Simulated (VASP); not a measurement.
GaP (ordered beta-tin type), 2 atoms in the cell. It takes space group I-4m2 (No. 119, tetragonal). Conventional cell: a = 4.596 Å, b = 4.596 Å, c = 2.525 Å, α = 90.00°, β = 90.00°, γ = 90.00°. Within 3.1 Å of Ga (site symmetry -4m2) lie 8 P at 2.38 to 2.98 Å and 2 Ga at 2.53 Å. P (site symmetry -4m2) has 8 Ga at 2.38 to 2.98 Å and 2 P at 2.53 Å within 3.1 Å. 

| Quantity | Value |
| --- | --- |
| Program | VASP 6.6.1 |
| Task | single point |
| Functional | PBE |
| Potentials or basis | VASP PAW PBE potentials, release 64 (Ga_d, P) |
| Cutoff | 520 eV |
| k mesh | 16 × 16 × 16 |
| Occupations | gaussian, width 0.1 eV |
| Spin | no spin polarisation |
| Dipole correction | no |
| Further INCAR settings | ALGO = Normal; EDIFF = 1e-06; NBANDS = 16 |

Potentials or basis: VASP PAW PBE potentials, release 64 (Ga_d, P).

Command:

```console
$ cat potpaw_PBE.64/Ga_d/POTCAR potpaw_PBE.64/P/POTCAR > POTCAR
$ mpirun -np 1 vasp_std > vasp.out
```

Hardware: 1 thread of Intel(R) Xeon(R) 6975P-C (Granite Rapids) (shared host).

**Question.** How long does it take, and how much memory?

**Answer.** It took 63 s on 1 thread of Intel(R) Xeon(R) 6975P-C (Granite Rapids) (shared host), peak memory 0.27 GiB. Counts: scf iterations 12, k points 349.
